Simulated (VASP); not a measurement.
Wanted: the native input for a VASP 6.6.1 run.

- Task: relaxation of the atoms
- Functional: PBE
- Potentials or basis: VASP PAW PBE potentials, release 64 (Al, O)
- Cutoff: 520 eV
- k mesh: 5 × 4 × 1
- Occupations: gaussian, width 0.1 eV
- Spin: no spin polarisation
- Dipole correction: yes
- Atoms held fixed (from 0): [0, 1, 2, 3, 4, 5, 6, 7, 8, 9, 10, 11, 12, 13, 14, 15]
- Further INCAR settings: LREAL = Auto; ALGO = Normal; EDIFF = 1e-06; IBRION = 2; EDIFFG = -0.025; NSW = 36
- Atoms held along some axes (from 0): atom 16 along a and b

The structure of Al16O lies in POSCAR:

```
Al16O
1.0
    5.7135165838      0.0000000000      0.0000000000
    0.0000000000      8.0801326417      0.0000000000
    0.0000000000      0.0000000000     19.7432787023
Al O
16 1
Selective dynamics
Direct
    0.2500000000      0.2500000000      0.2026005944  F F F
    0.2500000000      0.7500000000      0.2026005944  F F F
    0.7500000000      0.2500000000      0.2026005944  F F F
    0.7500000000      0.7500000000      0.2026005944  F F F
    0.0000000000      0.0000000000      0.2749482104  F F F
    0.0000000000      0.5000000000      0.2749482104  F F F
    0.5000000000      0.0000000000      0.2749482104  F F F
    0.5000000000      0.5000000000      0.2749482104  F F F
    0.2500000000      0.2500000000      0.3495466405  F F F
    0.2500000000      0.7500000000      0.3495466405  F F F
    0.7500000000      0.2500000000      0.3495466405  F F F
    0.7500000000      0.7500000000      0.3495466405  F F F
    0.0000000000      0.0000000000      0.4175232912  F F F
    0.0000000000      0.5000000000      0.4175232912  F F F
    0.5000000000      0.0000000000      0.4175232912  F F F
    0.5000000000      0.5000000000      0.4175232912  F F F
    0.0000000000      0.0000000000      0.5127455705  F F T
```

These files were run (other wordings do the same):

INCAR

```
PREC = Accurate ; ENCUT = 520
EDIFF = 1E-6 ; ISMEAR = 0
SIGMA = 0.1 ; LREAL = Auto
LASPH = T ; NELM = 60
ALGO = Normal ; ISIF = 2
LWAVE = F ; LCHARG = F
LDIPOL = T ; IDIPOL = 3
DIPOL = 0.5 0.5 0.323 ; GGA = PE
IBRION = 2 ; NSW = 36
EDIFFG = -0.025 ; KPAR = 4
```

KPOINTS

```
Automatic mesh
0
Gamma
  5 4 1
```

Potentials or basis: VASP PAW PBE potentials, release 64 (Al, O).

Command:

```console
$ cat potpaw_PBE.64/Al/POTCAR potpaw_PBE.64/O/POTCAR > POTCAR
$ mpirun -np 4 vasp_std > vasp.out
```

It gave:

```yaml
Energy_gained_by_relaxing: 29.0 meV/atom
Ionic_steps: 15
Band_gap_on_the_k_mesh: zero (bands 27 and 28 overlap by 0.67 eV)
```

Wall time 20 min on 4 MPI ranks on Intel(R) Xeon(R) Platinum 8259CL CPU @ 2.50GHz (Skylake/Cascade Lake), on a shared host, peak memory 0.98 GiB a rank.
